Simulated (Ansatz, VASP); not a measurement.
EuO: VASP beside Ansatz

File INCAR:

```
SYSTEM = EuO
  PREC = Accurate
  ENCUT = 520
  EDIFF = 1E-6
  ISMEAR = 0
  SIGMA = 0.05
  LREAL = .FALSE.
  LASPH = .TRUE.
  NELM = 200
  ALGO = Normal
  ISIF = 2
  LWAVE = .FALSE.
  LCHARG = .FALSE.
  ISPIN = 2
  MAGMOM = 7.44 7.44 7.44 7.44 0 0 0 0
  LORBIT = 11
  LMAXMIX = 6
  LDAU = .TRUE.
  LDAUTYPE = 2
  LDAUL = 3 -1
  LDAUU = 6 0
  LDAUJ = 0 0
  LDAUPRINT = 1
  LDIPOL = .TRUE.
  IDIPOL = 3
  DIPOL = 0.5 0.5 0.500
  GGA = PE
  NBANDS = 60
  GGA_COMPAT = .FALSE.
  NELMDL = -8
```

Contents of KPOINTS:

```
regular mesh
0
G
  7 7 1
  0 0 0
```

POSCAR

```
EuO
1.0
    3.6598011195      0.0000000000      0.0000000000
    0.0000000000      3.6598011195      0.0000000000
    0.0000000000      0.0000000000     22.7636105681
Eu O
4 4
Direct
    0.0000000000      0.0000000000      0.3294732168
    0.5000000000      0.5000000000      0.4431577389
    0.0000000000      0.0000000000      0.5568422611
    0.5000000000      0.5000000000      0.6705267832
    0.5000000000      0.5000000000      0.3294732168
    0.0000000000      0.0000000000      0.4431577389
    0.5000000000      0.5000000000      0.5568422611
    0.0000000000      0.0000000000      0.6705267832
```

Input for Ansatz:

```yaml
crystal:
  lattice:
    - [3.6598011195, 0.0, 0.0]
    - [0.0, 3.6598011195, 0.0]
    - [0.0, 0.0, 22.7636105681]
  atoms:
    - { symbol: Eu, position: [0.0, 0.0, 0.3294732168], spin: 7.44 }
    - { symbol: O, position: [0.5, 0.5, 0.3294732168] }
    - { symbol: Eu, position: [0.5, 0.5, 0.4431577389], spin: 7.44 }
    - { symbol: O, position: [0.0, 0.0, 0.4431577389] }
    - { symbol: Eu, position: [0.0, 0.0, 0.5568422611], spin: 7.44 }
    - { symbol: O, position: [0.5, 0.5, 0.5568422611] }
    - { symbol: Eu, position: [0.5, 0.5, 0.6705267832], spin: 7.44 }
    - { symbol: O, position: [0.0, 0.0, 0.6705267832] }
basis:
  ecutwfc: 420
kpoints:
  mp_grid: { grid: [7, 7, 1] }
hamiltonian:
  xc: pbe
  hubbard: { sites: [{ species: Eu, l: f, u_eff: 6.0 }] }
scf:
  occupations: { method: gaussian, width: 0.05 }
  lower_state_search: "off"
output:
  forces: true
  eigenvalues: true
  hubbard: { sites: [{ species: Eu, l: f }] }
  populations: true
  write_density: true
  write_potential: true
  elf: true
  volumetric_format: npy
magnetization:
  spin_polarized: true
efield:
  axis: 3
  dipole_correction: true
  ramp_width: 0.04
```

Alike in both runs: task single point; functional PBE; k mesh 7 × 7 × 1; occupations gaussian, width 0.05 eV; collinear spin; Hubbard terms Eu f U = 6.0 eV.

|  | VASP | Ansatz |
| --- | --- | --- |
| version | VASP 6.6.1 | Ansatz 0.2.0 |
| potentials or method | VASP PAW PBE potentials, release 64 (Eu, O), cutoff 520 eV | scalar-relativistic, plane waves, PAW |
| valence electrons in the cell | 92 | 92 |

Ansatz gave:

| Item | Value |
| --- | --- |
| rms of the force components (eV/Å) | 0.155 |
| net moment per atom (μB) | 3.50 |
| size of the moment on the site where the two differ most (μB) | 6.78 |

Problem. Estimate VASP's values.

Solution. rms of the force components (eV/Å): 0.153; net moment per atom (μB): 3.50; size of the moment on the site where the two differ most (μB): 6.74.

Site moments also hang on the region over which each program counts them. The programs project onto different local orbitals, so the same U acts differently, and such runs can settle in different states. Ansatz's warnings: stability check not made, xc potential rough in thin density.

Spin-orbit coupling is off throughout.
